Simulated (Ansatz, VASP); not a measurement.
## Ta2C in VASP and in Ansatz

INCAR

```
SYSTEM = Ta2C
  PREC = Accurate
  ENCUT = 520
  EDIFF = 1E-7
  ISMEAR = 1
  SIGMA = 0.05
  LREAL = .False.
  LASPH = .True.
  NELM = 60
  ALGO = Normal
  ISIF = 2
  LWAVE = .False.
  LCHARG = .True.
  GGA = CA
  LELF = .True.
  LVHAR = .True.
  NBANDS = 20
```

The input KPOINTS:

```
regular mesh
0
Gamma
  5 5 3
  0 0 0
```

File POSCAR:

```
Ta2C
1.0
    3.1059000000      0.0000000000      0.0000000000
   -1.5529500000      2.6897900000      0.0000000000
    0.0000000000      0.0000000000      4.9464000000
Ta C
2 1
Direct
    0.3333333333      0.6666666667      0.2520100000
    0.6666666667      0.3333333333      0.7479900000
    0.0000000000      0.0000000000      0.0000000000
```

Input for Ansatz:

```yaml
crystal:
  lattice:
    - [3.1059, 0.0, 0.0]
    - [-1.55295, 2.68979, 0.0]
    - [0.0, 0.0, 4.9464]
  atoms:
    - { symbol: Ta, position: [0.3333333333333333, 0.6666666666666666, 0.25201] }
    - { symbol: Ta, position: [0.6666666666666666, 0.3333333333333333, 0.74799] }
    - { symbol: C, position: [0.0, 0.0, 0.0] }
basis:
  ecutwfc: 435.382179935808
  ecutrho_ratio: 8
kpoints:
  mp_grid:
    grid: [5, 5, 3]
hamiltonian:
  xc: lda
scf:
  occupations:
    method: methfessel_paxton
    width: 0.05
output:
  forces: true
checkpoint:
  write: ta2c.run
```

Alike in both runs: task single point; functional LDA; k mesh 5 × 5 × 3; occupations methfessel-paxton of order 1, width 0.05 eV; no spin polarisation.

```csv
,VASP,Ansatz
version,VASP 6.6.1,Ansatz 0.2.0
potentials or method,"VASP PAW LDA potentials, release 64 (Ta_pv, C), cutoff 520 eV","plane waves, PAW"
valence electrons in the cell,26,30
```

VASP gave:

| Item | Value |
| --- | --- |
| rms of the force components (eV/Å) | 0.086 |

Problem. What did Ansatz give for the same quantities?

Solution. rms of the force components (eV/Å): 0.061.

LDA's correlation is that of Perdew and Zunger in VASP and of Perdew and Wang (1992) in Ansatz. Atom by atom the forces differ by 0.025 eV/Å (rms over components). VASP's potentials hold 26 valence electrons a cell and Ansatz's 30, so a difference there can come from the potentials and not from the codes.

The k mesh is coarse, so the values compare programs but aren't converged. Spin-orbit coupling is off throughout.
